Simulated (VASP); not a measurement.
Wanted: the native input for a VASP 6.6.1 run.

```
Task                   : single point
Functional             : LDA
Potentials or basis    : VASP PAW LDA potentials, release 64 (Pb_d, S)
Cutoff                 : 500 eV
k mesh                 : 6 × 6 × 6
Occupations            : gaussian, width 0.01 eV
Spin                   : no spin polarisation
Dipole correction      : no
Further INCAR settings : ALGO = Normal; EDIFF = 1e-06; NBANDS = 17
```

The structure of PbS (Galena) lies in POSCAR:

```
PbS
1.0
    0.0000000000      2.9853913009      2.9853913009
    2.9853913009      0.0000000000      2.9853913009
    2.9853913009      2.9853913009      0.0000000000
Pb S
1 1
Direct
    0.0000000000      0.0000000000      0.0000000000
    0.5000000000      0.5000000000      0.5000000000
```

These files were run (other wordings do the same):

INCAR

```
  PREC = Accurate
  ENCUT = 500
  EDIFF = 1E-6
  ISMEAR = 0
  SIGMA = 0.01
  LREAL = F
  LASPH = T
  NELM = 120
  ALGO = Normal
  ISIF = 2
  LWAVE = F
  LCHARG = F
  GGA = CA
  NBANDS = 17
  GGA_COMPAT = F
```

KPOINTS

```
Automatic mesh
0
Gamma
  6 6 6
```

Potentials or basis: VASP PAW LDA potentials, release 64 (Pb_d, S).

Run with:

```sh
$ cat potpaw_LDA.64/Pb_d/POTCAR potpaw_LDA.64/S/POTCAR > POTCAR
$ mpirun -np 1 vasp_std > vasp.out
```

It gave:

```yaml
Pressure: -3.6 GPa
Band_gap_on_the_k_mesh: 0.28 eV, direct
```

Caveat: spin-orbit coupling is left out, which moves the levels of the heavy elements.

Wall time 8.4 s on 1 thread of Intel Xeon 6975P-C, on a shared host, peak memory 0.15 GiB.
